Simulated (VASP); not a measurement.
# Se (P6/mmm) in VASP: notebook, part 2 of 2

VASP 6.6.1. Earlier steps stand in the parts before.

## (3) Single point, LDA

INCAR

```
PREC = Accurate
ENCUT = 520
EDIFF = 1E-6
ISMEAR = -1
SIGMA = 0.05
LREAL = False
LASPH = True
NELM = 80
ALGO = Normal
ISIF = 2
LWAVE = False
LCHARG = False
GGA = CA
NBANDS = 16
```

KPOINTS

```
regular mesh
0
Gamma
  8 8 12
```

POSCAR

```
Se
1.0
    4.3295657235      0.0000000000      0.0000000000
   -2.1647828618      3.7495139039      0.0000000000
    0.0000000000      0.0000000000      2.4726337560
Se
3
Direct
    0.0000000000      0.0000000000      0.0000000000
    0.3333333333      0.6666666667      0.5000000000
    0.6666666667      0.3333333333      0.5000000000
```

Potentials or basis: VASP PAW LDA potentials, release 64 (Se).

Run with:

```
> cat potpaw_LDA.64/Se/POTCAR > POTCAR
> mpirun -np 1 vasp_std > vasp.out
```

OUTCAR:

```text
PREC = Accurate
   ENCUT = 520
   EDIFF = 1E-6
   ISMEAR = -1
   LREAL = False
   LASPH = True
   NELM = 80
   ISIF = 2
   GGA = CA

 ion  position               nearest neighbor table
   1  0.000  0.000  0.000-   2 2.79   3 2.79   2 2.79   3 2.79   3 2.79   3 2.79   2 2.79   2 2.79
                             3 2.79   3 2.79   2 2.79   2 2.79
   2  0.333  0.667  0.500-   3 2.50   3 2.50   3 2.50   1 2.79   1 2.79   1 2.79   1 2.79   1 2.79
                             1 2.79
   3  0.667  0.333  0.500-   2 2.50   2 2.50   2 2.50   1 2.79   1 2.79   1 2.79   1 2.79   1 2.79
                             1 2.79

  LATTYP: Found a hexagonal cell.
 ALAT       =     4.3295657235
 C/A-ratio  =     0.5711043356

  Lattice vectors:

 A1 = (   4.3295657235,   0.0000000000,   0.0000000000)
 A2 = (  -2.1647828618,   3.7495139039,   0.0000000000)
 A3 = (   0.0000000000,   0.0000000000,   2.4726337560)

Analysis of symmetry for initial positions (statically):
=====================================================================
 Subroutine PRICEL returns:
 Original cell was already a primitive cell.

 Routine SETGRP: Setting up the symmetry group for a
 hexagonal supercell.
[... 171 lines left out ...]
 cond. band min:      11.9862346478   @ k =   0.3750   0.1250   0.4167
 fundamental gap:      0.0259051602
 Fermi energy:        11.9643585270

 k-point     1 :       0.0000    0.0000    0.0000
  band No.  band energies     occupation
      1      -9.0816      2.00000
      2      -1.7266      2.00000
      3      -1.6812      2.00000
      4       3.3809      2.00000
      5       3.3809      2.00000
      6       3.8593      2.00000
[... 433 lines left out ...]
      3      -2.2826      2.00000
      4       1.8016      2.00000
      5       6.4750      2.00000
      6       9.2955      2.00000
[... 8 lines left out ...]
     15      24.1533      0.00000
     16      24.3896      0.00000

 [... further k-points ...]

------------------------ aborting loop because EDIFF is reached ----------------------------------------

  FORCE on cell =-STRESS in cart. coord.  units (eV):
  Direction    XX          YY          ZZ          XY          YZ          ZX
  --------------------------------------------------------------------------------------
  -------------------------------------------------------------------------------------
  Total       18.3147732     18.3147732     18.3897178     -0.0000000      0.0000000      0.0000000
  in kB      731.0263455    731.0263455    734.0177257     -0.0000000      0.0000000      0.0000000
  external PRESSURE =     732.0234722 kB  Pullay stress =       0.0000000 kB

 VOLUME and BASIS-vectors are now :
 -----------------------------------------------------------------------------
  energy-cutoff  :      520.00
  volume of cell :       40.14
      direct lattice vectors                 reciprocal lattice vectors
     4.329565724  0.000000000  0.000000000     0.230970047  0.133350619  0.000000000
    -2.164782862  3.749513904  0.000000000     0.000000000  0.266701238  0.000000000
     0.000000000  0.000000000  2.472633756     0.000000000  0.000000000  0.404427060

 POSITION                                       TOTAL-FORCE (eV/Angst)
 -----------------------------------------------------------------------------------
      0.00000      0.00000      0.00000         0.000000      0.000000      0.000000
     -0.00000      2.49968      1.23632        -0.000000      0.000000      0.000000
      2.16478      1.24984      1.23632         0.000000     -0.000000      0.000000
 -----------------------------------------------------------------------------------
    total drift:                               -0.000000      0.000000      0.000000

  FREE ENERGIE OF THE ION-ELECTRON SYSTEM (eV)
  ---------------------------------------------------
  free  energy   TOTEN  =        -8.2325990609 eV

  energy  without entropy=       -8.2215640258  energy(sigma->0) =       -8.22708154
```

OSZICAR:

```text
N       E                     dE             d eps       ncg     rms          rms(c)
DAV:   1     0.706983237220E+02    0.70698E+02   -0.83835E+03  2240   0.102E+03
DAV:   2    -0.551733778304E+01   -0.76216E+02   -0.72572E+02  3104   0.172E+02
DAV:   3    -0.829411333822E+01   -0.27768E+01   -0.27642E+01  2800   0.340E+01
DAV:   4    -0.830189332008E+01   -0.77800E-02   -0.77785E-02  2896   0.210E+00
DAV:   5    -0.830191110563E+01   -0.17786E-04   -0.17785E-04  2808   0.928E-02    0.145E+01
DAV:   6    -0.824764690142E+01    0.54264E-01   -0.71710E-02  2768   0.154E+00    0.881E+00
DAV:   7    -0.823274456800E+01    0.14902E-01   -0.17964E-02  2552   0.877E-01    0.638E-01
DAV:   8    -0.823265503140E+01    0.89537E-04   -0.23702E-04  3088   0.104E-01    0.759E-02
DAV:   9    -0.823259880870E+01    0.56223E-04   -0.11793E-04  2576   0.642E-02    0.242E-02
DAV:  10    -0.823259906089E+01   -0.25218E-06   -0.62307E-06  2888   0.149E-02
   1 F= -.82325991E+01 E0= -.82270815E+01  d E =-.110350E-01
```

Wall time 41 s (1 thread of AMD EPYC 7R13, shared host); peak memory 0.12 GiB.

Results:

| Item | Value |
| --- | --- |
| Free energy | -8.2326 eV |
| Pressure | 73.2 GPa |
| Band gap on the k mesh | zero (bands 9 and 10 overlap by 9.11 eV) |

Stress tensor (GPa, compression positive):
```
73.10  0.00  0.00
 0.00 73.10  0.00
 0.00  0.00 73.40
```

Levels at points of the mesh, in eV from the Fermi level:
```
           k point  band 6  band 7  band 8  band 9  band 10  band 11  band 12  band 13
(0.00, 0.00, 0.00)   -8.11   -8.11    1.51    5.06     5.06     6.80     6.88     7.03
(0.50, 0.00, 0.00)   -3.55   -1.17   -0.85    0.54     3.65     3.84     6.07     6.65
(0.00, 0.00, 0.50)   -5.97   -5.26   -5.26   -2.78    -2.78    -1.70    -1.70     2.11
(0.50, 0.00, 0.50)   -7.46   -6.50   -3.71   -0.30     0.89     1.79     2.69     6.63
```

Caveat: the cell stands under pressure.
